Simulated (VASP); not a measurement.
# MoS2 in VASP: further runs

MoS2 is run at these levels: PBE; tasks: single point.

Everything below comes from runs of VASP 6.6.1. Logs are shortened: lines on timing, memory, paths and dates and some standing lists are left out, and cuts for length are marked.

### 1 The cell of the first run

The cell holds a slab with vacuum, 3 atoms: a = 3.184 Å, b = 3.184 Å, c = 17.335 Å, α = 90.00°, β = 90.00°, γ = 120.00°.

### 2 Single point, PBE

File INCAR:

```
ALGO     = Normal         # electronic algorithm
EDIFF    = 1E-6           # SCF threshold, eV
ENCUT    = 520            # plane-wave cutoff, eV
GGA      = PE             # functional
ISIF     = 2              # what is computed and relaxed
ISMEAR   = -1             # smearing method
LASPH    = T              # aspherical terms in the spheres
LCHARG   = F              # write CHGCAR
LREAL    = F              # projectors in reciprocal space
LWAVE    = F              # write WAVECAR
NBANDS   = 20             # bands
NELM     = 100            # most SCF steps
PREC     = Accurate       # precision mode
SIGMA    = 0.05           # smearing width, eV
```

File KPOINTS:

```
k-points
0
Gamma
  10 10 2
```

File POSCAR:

```
MoS2
1.0
    3.1841260822      0.0000000000      0.0000000000
   -1.5920630411      2.7575340760      0.0000000000
    0.0000000000      0.0000000000     17.3345999500
Mo S
1 2
Direct
    0.0000000000      0.0000000000      0.0000000000
    0.3333333333      0.6666666667      0.9105070200
    0.3333333333      0.6666666667      0.0894929800
```

Potentials or basis: VASP PAW PBE potentials, release 64 (Mo_sv, S).

On the command line:

```console
cat potpaw_PBE.64/Mo_sv/POTCAR potpaw_PBE.64/S/POTCAR > POTCAR
mpirun -np 1 vasp_std > vasp.out
```

OUTCAR:

```text
EDIFF = 1E-6
   ENCUT = 520
   GGA = PE
   ISIF = 2
   ISMEAR = -1
   LASPH = T
   LREAL = F
   NELM = 100
   PREC = Accurate

 ion  position               nearest neighbor table
   1  0.000  0.000  0.000-   2 2.41   3 2.41   2 2.41   3 2.41   2 2.41   3 2.41
   2  0.333  0.667  0.911-   1 2.41   1 2.41   1 2.41
   3  0.333  0.667  0.089-   1 2.41   1 2.41   1 2.41

  LATTYP: Found a hexagonal cell.
 ALAT       =     3.1841260822
 C/A-ratio  =     5.4440683260

  Lattice vectors:

 A1 = (   3.1841260822,   0.0000000000,   0.0000000000)
 A2 = (  -1.5920630411,   2.7575340760,   0.0000000000)
 A3 = (   0.0000000000,   0.0000000000,  17.3345999500)

Analysis of symmetry for initial positions (statically):
=====================================================================
 Subroutine PRICEL returns:
 Original cell was already a primitive cell.

 Routine SETGRP: Setting up the symmetry group for a
 hexagonal supercell.

 Subroutine GETGRP returns: Found 12 space group operations
 (whereof 12 operations were pure point group operations)
 out of a pool of 24 trial point group operations.

The static configuration has the point symmetry D_3h.

Analysis of symmetry for dynamics (positions and initial velocities):
=====================================================================
 Subroutine PRICEL returns:
 Original cell was already a primitive cell.

 Routine SETGRP: Setting up the symmetry group for a
 hexagonal supercell.

 Subroutine GETGRP returns: Found 12 space group operations
 (whereof 12 operations were pure point group operations)
 out of a pool of 24 trial point group operations.

The dynamic configuration has the point symmetry D_3h.

 Subroutine INISYM returns: Found 12 space group operations
 (whereof 12 operations are pure point group operations),
 and found     1 'primitive' translations

----------------------------------------------------------------------------------------

                                     Primitive cell

  volume of cell :     152.2036

  direct lattice vectors                    reciprocal lattice vectors
     3.184126082  0.000000000  0.000000000     0.314057915  0.181321422  0.000000000
    -1.592063041  2.757534076  0.000000000     0.000000000  0.362642844  0.000000000
     0.000000000  0.000000000 17.334599950     0.000000000  0.000000000  0.057688092

  length of vectors
     3.184126082  3.184126082 17.334599950     0.362642844  0.362642844  0.057688092

  position of ions in fractional coordinates (direct lattice)
     0.000000000  0.000000000  0.000000000
     0.333333333  0.666666667  0.910507020
     0.333333333  0.666666667  0.089492980

  ion indices of the primitive-cell ions
   primitive index   ion index
                 1           1
                 2           2
                 3           3

----------------------------------------------------------------------------------------

 KPOINTS: k-points

Automatic generation of k-mesh.
 Grid dimensions read from file:
 generate k-points for:   10   10    2

 Generating k-lattice:

  Cartesian coordinates                     Fractional coordinates (reciprocal lattice)
     0.031405792  0.018132142  0.000000000     0.100000000  0.000000000  0.000000000
     0.000000000  0.036264284  0.000000000     0.000000000  0.100000000  0.000000000
     0.000000000  0.000000000  0.028844046     0.000000000  0.000000000  0.500000000

  Length of vectors
     0.036264284  0.036264284  0.028844046

  Shift w.r.t. Gamma in fractional coordinates (k-lattice)
     0.000000000  0.000000000  0.000000000

 Subroutine IBZKPT returns following result:
 ===========================================

 Found     28 irreducible k-points:

 Following reciprocal coordinates:
            Coordinates               Weight
  0.000000  0.000000  0.000000      1.000000
  0.100000  0.000000  0.000000      6.000000
  0.200000  0.000000  0.000000      6.000000
  0.300000  0.000000  0.000000      6.000000
  0.400000  0.000000  0.000000      6.000000
  0.500000  0.000000  0.000000      3.000000
[... 16 lines left out ...]
  0.300000  0.100000  0.500000     12.000000
  0.400000  0.100000  0.500000     12.000000
 [... further k-points ...]
   k-points           NKPTS =     28   k-points in BZ     NKDIM =     28   number of bands    NBANDS=     20
   number of dos      NEDOS =    301   number of ions     NIONS =      3
   total plane-waves  NPLWV =  80640
   dimension x,y,z NGX =    24 NGY =   24 NGZ =  140
   dimension x,y,z NGXF=    48 NGYF=   48 NGZF=  280
   ions per type =               1   2
   NGX,Y,Z   is equivalent  to a cutoff of  12.53, 12.53, 13.43 a.u.
   NGXF,Y,Z  is equivalent  to a cutoff of  25.06, 25.06, 26.85 a.u.
 SYSTEM =  unknown system
   PREC   = accura    normal or accurate (medium, high low for compatibility)
   ISTART =      0    job   : 0-new  1-cont  2-samecut
   ICHARG =      2    charge: 1-file 2-atom 10-const
   ISPIN  =      1    spin polarized calculation?
   LNONCOLLINEAR =      F non collinear calculations
   LSORBIT =      F    spin-orbit coupling
   LASPH  =      T    aspherical Exc in radial PAW
   ENCUT  =  520.0 eV  38.22 Ry    6.18 a.u.   5.92  5.92 32.23*2*pi/ulx,y,z
   NELM   =    100;   NELMIN=  2; NELMDL= -5     # of ELM steps
   EDIFF  = 0.1E-05   stopping-criterion for ELM
   LREAL  =      F    real-space projection
   EDIFFG = 0.1E-04   stopping-criterion for IOM
   NSW    =      0    number of steps for IOM
   IBRION =     -1    ionic relax: 0-MD 1-quasi-New 2-CG
   NFREE  =      0    steps in history (QN), initial steepest desc. (CG)
   ISIF   =      2    stress and relaxation
   ISYM   =      2    0-nonsym 1-usesym 2-fastsym
   POTIM  = 0.5000    time-step for ionic-motion
   TEBEG  =    0.0;   TEEND  =   0.0 temperature during run
   PSTRESS=    0.0 pullay stress
   NELECT =      26.0000    total number of electrons
   NUPDOWN=      -1.0000    fix difference up-down
   EMIN   =  10.00;   EMAX   =-10.00  energy-range for DOS
   EFERMI =   0.00;   METHOD = LEGACY
   ISMEAR =    -1;   SIGMA  =   0.05  broadening in eV -4-tet -1-fermi 0-gaus
   EFERMI_NEDOS =   21; number of points for ismear=-14 and -15
   IALGO  =     38    algorithm
   IMIX   =      4    mixing-type and parameters
     AMIX     =   0.40;   BMIX     =  1.00
     AMIX_MAG =   1.60;   BMIX_MAG =  1.00
  volume/ion in A,a.u.               =      50.73       342.37
  Fermi-wavevector in a.u.,A,eV,Ry     =   0.908359  1.716550 11.226391  0.825116
  Thomas-Fermi vector in A             =   2.032276
   LORBIT       =      0    0 simple, 1 ext, 2 COOP (PROOUT), +10 PAW based schemes
   GGA     = PE    functional components
   LHFCALC =     F    Hartree Fock is set to
   AEXX    =    0.0000 exact exchange contribution
   IVDW    =     0    specifies the selected vdW correction
   LEPSILON=     F    determine dielectric tensor
   LRPA    =     F    only Hartree local field effects (RPA)
 non-spin polarized calculation
  energy-cutoff  :      520.00
  volume of cell :      152.20
 maximum number of plane-waves:      4124
 NGX is ok and might be reduce to    24
   NGX = 11   NGY = 11   NGZ = 65

 number of electron      25.9999999 magnetization

 Free energy of the ion-electron system (eV)
  ---------------------------------------------------
  ext. energy  EPLUGINS =         0.00000000
  ---------------------------------------------------
  free energy    TOTEN  =       -21.85066147 eV

  energy without entropy =      -21.85066147  energy(sigma->0) =      -21.85066147

 E-fermi :  -0.5529     XC(G=0):  -4.3991

 val. band max:       -1.3993079623   @ k =   0.0000   0.0000   0.0000
 cond. band min:       0.3439508715   @ k =   0.3000   0.3000   0.0000
 fundamental gap:      1.7432588338
 Fermi energy:        -0.5528597305

 k-point     1 :       0.0000    0.0000    0.0000
  band No.  band energies     occupation
      1     -62.2988      2.00000
      2     -36.4403      2.00000
      3     -36.2402      2.00000
      4     -36.2402      2.00000
      5     -15.5389      2.00000
      6     -14.2013      2.00000
[... 12 lines left out ...]
     19       4.2478      0.00000
     20       4.7663      0.00000

 k-point     2 :       0.1000    0.0000    0.0000
  band No.  band energies     occupation
      1     -62.2953      2.00000
      2     -36.4332      2.00000
      3     -36.2766      2.00000
      4     -36.2484      2.00000
      5     -15.3921      2.00000
      6     -14.1427      2.00000
[... 12 lines left out ...]
     19       4.4411      0.00000
     20       5.2916      0.00000

 k-point     3 :       0.2000    0.0000    0.0000
  band No.  band energies     occupation
      1     -62.2860      2.00000
      2     -36.4145      2.00000
      3     -36.3709      2.00000
      4     -36.2700      2.00000
      5     -14.9858      2.00000
      6     -13.9808      2.00000
[... 12 lines left out ...]
     19       4.9929      0.00000
     20       5.9686      0.00000

 k-point     4 :       0.3000    0.0000    0.0000
  band No.  band energies     occupation
      1     -62.2744      2.00000
      2     -36.4855      2.00000
      3     -36.3913      2.00000
      4     -36.2966      2.00000
      5     -14.4249      2.00000
      6     -13.7606      2.00000
[... 12 lines left out ...]
     19       5.7949      0.00000
     20       6.6591      0.00000

 k-point     5 :       0.4000    0.0000    0.0000
  band No.  band energies     occupation
      1     -62.2650      2.00000
      2     -36.5768      2.00000
      3     -36.3725      2.00000
      4     -36.3180      2.00000
      5     -13.9003      2.00000
      6     -13.5616      2.00000
[... 12 lines left out ...]
     19       6.3603      0.00000
     20       6.4375      0.00000
[... 353 lines left out ...]
      6     -14.0321      2.00000
[... 12 lines left out ...]
     19       4.7141      0.00000
     20       5.9591      0.00000

 k-point    22 :       0.2000    0.1000    0.5000
  band No.  band energies     occupation
      1     -62.2784      2.00000
      2     -36.4373      2.00000
      3     -36.3993      2.00000
      4     -36.2965      2.00000
      5     -14.6286      2.00000
      6     -13.8381      2.00000
[... 12 lines left out ...]
     19       5.3810      0.00000
     20       6.6426      0.00000

 k-point    23 :       0.3000    0.1000    0.5000
  band No.  band energies     occupation
      1     -62.2679      2.00000
      2     -36.5335      2.00000
      3     -36.3783      2.00000
      4     -36.3271      2.00000
      5     -14.0756      2.00000
      6     -13.6209      2.00000
[... 12 lines left out ...]
     19       6.3025      0.00000
     20       6.5870      0.00000

 k-point    24 :       0.4000    0.1000    0.5000
  band No.  band energies     occupation
      1     -62.2615      2.00000
      2     -36.5922      2.00000
      3     -36.3653      2.00000
      4     -36.3460      2.00000
      5     -13.6848      2.00000
      6     -13.4716      2.00000
[... 12 lines left out ...]
     19       7.0176      0.00000
     20       7.1029      0.00000

 [... further k-points ...]
[... 5 lines left out ...]
  --------------------------------------------------------------------------------------
  -------------------------------------------------------------------------------------
  Total        0.2086518      0.2086518      0.6137461     -0.0000000      0.0000000      0.0000000
  in kB        2.1963809      2.1963809      6.4606219     -0.0000000      0.0000000      0.0000000
  external PRESSURE =       3.6177946 kB  Pullay stress =       0.0000000 kB

 VOLUME and BASIS-vectors are now :
 -----------------------------------------------------------------------------
  energy-cutoff  :      520.00
  volume of cell :      152.20
      direct lattice vectors                 reciprocal lattice vectors
     3.184126082  0.000000000  0.000000000     0.314057915  0.181321422  0.000000000
    -1.592063041  2.757534076  0.000000000     0.000000000  0.362642844  0.000000000
     0.000000000  0.000000000 17.334599950     0.000000000  0.000000000  0.057688092

 POSITION                                       TOTAL-FORCE (eV/Angst)
 -----------------------------------------------------------------------------------
      0.00000      0.00000      0.00000        -0.000000     -0.000000      0.000000
     -0.00000      1.83836     15.78327         0.000000     -0.000000     -0.205090
     -0.00000      1.83836      1.55133         0.000000      0.000000      0.205090
 -----------------------------------------------------------------------------------
    total drift:                                0.000000     -0.000000     -0.000000

  FREE ENERGIE OF THE ION-ELECTRON SYSTEM (eV)
  ---------------------------------------------------
  free  energy   TOTEN  =       -21.8506614718 eV

  energy  without entropy=      -21.8506614680  energy(sigma->0) =      -21.85066147
```

Wall time 48 s (1 thread of Intel Xeon 6975P-C (Granite Rapids), shared host); peak memory 0.28 GiB.

What came out:

- Free energy: -21.8507 eV
- Largest force: 0.205 eV/Å
- Band gap on the k mesh: 1.74 eV, indirect (least direct gap 1.93 eV)

Forces in eV/Å, atoms in the order of the input:
```
Mo   0.000  0.000  0.000
S    0.000  0.000 -0.205
S    0.000  0.000  0.205
```

### 3 Single point, PBE

File INCAR:

```
SYSTEM = MoS2
ALGO     = Normal         ! electronic algorithm
EDIFF    = 1E-6           ! SCF threshold, eV
ENCUT    = 520            ! plane-wave cutoff, eV
GGA      = PE             ! functional
ISIF     = 2              ! what is computed and relaxed
ISMEAR   = -1             ! smearing method
LASPH    = .TRUE.         ! aspherical terms in the spheres
LCHARG   = .FALSE.        ! write CHGCAR
LREAL    = .FALSE.        ! projectors in reciprocal space
LWAVE    = .FALSE.        ! write WAVECAR
NBANDS   = 20             ! bands
NELM     = 80             ! most SCF steps
PREC     = Accurate       ! precision mode
SIGMA    = 0.05           ! smearing width, eV
```

File KPOINTS:

```
k-points
0
G
  10 10 2
  0 0 0
```

POSCAR is that of step 2.

Potentials or basis: VASP PAW PBE potentials, release 64 (Mo_sv, S).

On the command line:

```console
cat potpaw_PBE.64/Mo_sv/POTCAR potpaw_PBE.64/S/POTCAR > POTCAR
mpirun -np 1 vasp_std > vasp.out
```

Run time: 53 s. Hardware: 1 thread of Intel Xeon 6975P-C (Granite Rapids), shared host; peak memory 0.29 GiB.

Results (log left out):

* Free energy: -21.8507 eV
* Largest force: 0.205 eV/Å
* Band gap on the k mesh: 1.74 eV, indirect (least direct gap 1.93 eV)

Forces in eV/Å, atoms in the order of the input:
```
Mo   0.000  0.000  0.000
S    0.000  0.000 -0.205
S    0.000  0.000  0.205
```

Levels at points of the mesh, in eV from the valence-band top:
```
           k point  band 10  band 11  band 12  band 13  band 14  band 15  band 16  band 17
(0.00, 0.00, 0.00)    -1.78    -1.58    -1.58     0.00     2.73     2.73     3.00     3.00
(0.50, 0.00, 0.00)    -3.24    -1.89    -1.05    -0.66     2.20     2.72     3.87     4.32
(0.00, 0.00, 0.50)    -1.78    -1.58    -1.58     0.00     2.73     2.73     3.00     3.00
(0.50, 0.00, 0.50)    -3.24    -1.89    -1.05    -0.66     2.20     2.72     3.87     4.32
```

### 4 Single point, PBE (volume scaled by 1.02)

File INCAR:

```
PREC     = Accurate       # precision mode
ENCUT    = 520            # plane-wave cutoff, eV
EDIFF    = 1E-6           # SCF threshold, eV
ISMEAR   = -1             # smearing method
SIGMA    = 0.05           # smearing width, eV
LREAL    = F              # projectors in reciprocal space
LASPH    = T              # aspherical terms in the spheres
NELM     = 100            # most SCF steps
ALGO     = Normal         # electronic algorithm
ISIF     = 2              # what is computed and relaxed
LWAVE    = F              # write WAVECAR
LCHARG   = F              # write CHGCAR
GGA      = PE             # functional
NBANDS   = 20             # bands
```

File KPOINTS:

```
regular mesh
0
Gamma
  10 10 2
```

File POSCAR:

```
MoS2
1.0
    3.2052136244      0.0000000000      0.0000000000
   -1.6026068122      2.7757964233      0.0000000000
    0.0000000000      0.0000000000     17.4494019708
Mo S
1 2
Direct
    0.0000000000      0.0000000000      0.0000000000
    0.3333333333      0.6666666667      0.9105070200
    0.3333333333      0.6666666667      0.0894929800
```

On the command line:

```console
cat potpaw_PBE.64/Mo_sv/POTCAR potpaw_PBE.64/S/POTCAR > POTCAR
mpirun -np 1 vasp_std > vasp.out
```

It took 48 s on 1 thread of Intel Xeon 6975P-C (Granite Rapids), shared host; peak memory 0.29 GiB.

It converged, with:

```yaml
Free_energy: -21.8484 eV
Largest_force: 0.114 eV/Å
Band_gap_on_the_k_mesh: 1.69 eV, indirect (least direct gap 1.87 eV)
```

Forces on the atoms (eV/Å):
```
Mo   0.000  0.000  0.000
S    0.000  0.000  0.114
S    0.000  0.000 -0.114
```

Levels at points of the mesh, in eV from the valence-band top:
| k point | band 10 | band 11 | band 12 | band 13 | band 14 | band 15 | band 16 | band 17 |
| --- | --- | --- | --- | --- | --- | --- | --- | --- |
| (0.00, 0.00, 0.00) | -1.76 | -1.57 | -1.57 | 0.00 | 2.66 | 2.66 | 2.91 | 2.91 |
| (0.50, 0.00, 0.00) | -3.18 | -1.88 | -1.06 | -0.66 | 2.13 | 2.64 | 3.79 | 4.20 |
| (0.00, 0.00, 0.50) | -1.76 | -1.57 | -1.57 | 0.00 | 2.66 | 2.66 | 2.91 | 2.91 |
| (0.50, 0.00, 0.50) | -3.18 | -1.88 | -1.06 | -0.66 | 2.13 | 2.64 | 3.79 | 4.20 |

### 5 Single point, PBE (volume scaled by 1.04)

File INCAR:

```
SYSTEM = MoS2
ALGO = Normal
EDIFF = 1E-6
ENCUT = 520
GGA = PE
ISIF = 2
ISMEAR = -1
LASPH = .True.
LCHARG = .True.
LELF = .True.
LREAL = .False.
LVHAR = .True.
LWAVE = .False.
NBANDS = 20
NELM = 60
PREC = Accurate
SIGMA = 0.05
```

File KPOINTS:

```
k-points
0
Gamma
  10 10 2
  0 0 0
```

File POSCAR:

```
MoS2
1.0
    3.2260272831      0.0000000000      0.0000000000
   -1.6130136416      2.7938215805      0.0000000000
    0.0000000000      0.0000000000     17.5627129508
Mo S
1 2
Direct
    0.0000000000      0.0000000000      0.0000000000
    0.3333333333      0.6666666667      0.9105070200
    0.3333333333      0.6666666667      0.0894929800
```

On the command line:

```console
cat potpaw_PBE.64/Mo_sv/POTCAR potpaw_PBE.64/S/POTCAR > POTCAR
mpirun -np 1 vasp_std > vasp.out
```

Run time: 52 s. Hardware: 1 thread of Intel Xeon 6975P-C (Granite Rapids), shared host; peak memory 0.29 GiB.

Results (log left out):

* Free energy: -21.8285 eV
* Largest force: 0.410 eV/Å
* Band gap on the k mesh: 1.64 eV, indirect (least direct gap 1.82 eV)

Forces on the atoms (eV/Å):
```
Mo   0.000  0.000  0.000
S    0.000  0.000  0.410
S    0.000  0.000 -0.410
```

Levels at points of the mesh, in eV from the valence-band top:
| k point | band 11 | band 12 | band 13 | band 14 | band 15 | band 16 |
| --- | --- | --- | --- | --- | --- | --- |
| (0.00, 0.00, 0.00) | -1.55 | -1.55 | 0.00 | 2.59 | 2.59 | 2.82 |
| (0.50, 0.00, 0.00) | -1.87 | -1.07 | -0.65 | 2.06 | 2.55 | 3.71 |
| (0.00, 0.00, 0.50) | -1.55 | -1.55 | 0.00 | 2.59 | 2.59 | 2.82 |
| (0.50, 0.00, 0.50) | -1.87 | -1.07 | -0.65 | 2.06 | 2.55 | 3.71 |

### 6 Summary

| cell | gap on the mesh (eV) | largest force (eV/Å) |
| --- | --- | --- |
| a = 3.184, b = 3.184, c = 17.335 Å, angles 90.0, 90.0, 120.0°, 3 atoms | 1.74 | 0.21 |
| a = 3.205, b = 3.205, c = 17.449 Å, angles 90.0, 90.0, 120.0°, 3 atoms | 1.69 | 0.11 |
| a = 3.226, b = 3.226, c = 17.563 Å, angles 90.0, 90.0, 120.0°, 3 atoms | 1.64 | 0.41 |

Alike in all rows: task single point; level PBE; potentials or basis VASP PAW PBE potentials, release 64 (Mo_sv, S); no spin polarisation; k mesh 10 × 10 × 2; cutoff (eV) 520; smearing fermi-dirac 0.05 eV.

Absolute energies hang on the potentials; compare differences alone.
